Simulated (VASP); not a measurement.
Write the native input for VASP 6.6.1 that does the following.

```yaml
Task: single point
Functional: PBE
Potentials_or_basis: VASP PAW PBE potentials, release 64 (Zr_sv, Si, Ge_d, Pd)
Cutoff: 520 eV
k_mesh: 4 × 4 × 1
Occupations: gaussian, width 0.2 eV
Spin: no spin polarisation
Dipole_correction: no
Further_INCAR_settings: LREAL = Auto; ALGO = Normal; EDIFF = 1e-07; NBANDS = 78
```

The structure of Zr2Si4GePd lies in POSCAR:

```
Zr2Si4GePd
1.0
    3.9766045332      0.0000000000      0.0000000000
    0.0000000000      3.5918331308      0.0000000000
    0.0000000000      0.0000000000     19.2743935894
Zr Si Ge Pd
4 8 2 2
Direct
    0.5000000000      0.0000000000      0.1582557574
    0.0000000000      0.5000000000      0.8417442426
    0.5000000000      0.5000000000      0.6846502989
    0.0000000000      0.0000000000      0.3153497011
    0.5000000000      0.5000000000      0.0077289618
    0.0000000000      0.0000000000     -0.0077289618
    0.0000000000      0.5000000000      0.2023382667
    0.5000000000      0.0000000000      0.7976617333
    0.5000000000      0.0000000000      0.5295905187
    0.0000000000      0.5000000000      0.4704094813
    0.5000000000      0.5000000000      0.2671033886
    0.0000000000      0.0000000000      0.7328966114
    0.5000000000      0.5000000000      0.3914039330
    0.0000000000      0.0000000000      0.6085960670
    0.5000000000      0.0000000000      0.9206142235
    0.0000000000      0.5000000000      0.0793857765
```

One way to write it, as run:

INCAR

```
PREC = Accurate ; ENCUT = 520
EDIFF = 1E-7 ; ISMEAR = 0
SIGMA = 0.2 ; LREAL = Auto
LASPH = T ; NELM = 80
ALGO = Normal ; ISIF = 2
LWAVE = F ; LCHARG = F
GGA = PE ; NBANDS = 78
```

KPOINTS

```
Automatic mesh
0
Gamma
  4 4 1
```

Potentials or basis: VASP PAW PBE potentials, release 64 (Zr_sv, Si, Ge_d, Pd).

Command:

```bash
$ cat potpaw_PBE.64/Zr_sv/POTCAR potpaw_PBE.64/Si/POTCAR potpaw_PBE.64/Ge_d/POTCAR potpaw_PBE.64/Pd/POTCAR > POTCAR
$ mpirun -np 1 vasp_std > vasp.out
```

Results of the run:

```
Pressure               : 0.3 GPa
Largest force          : 0.044 eV/Å
Band gap on the k mesh : zero (bands 64 and 65 overlap by 0.74 eV)
```

Caveat: the k points lie up to 0.44 Å⁻¹ apart, too coarse for converged energies and pressures of a metal.

It took 13 min on 1 thread of Intel Xeon 8259CL, on a shared host, peak memory 0.43 GiB.
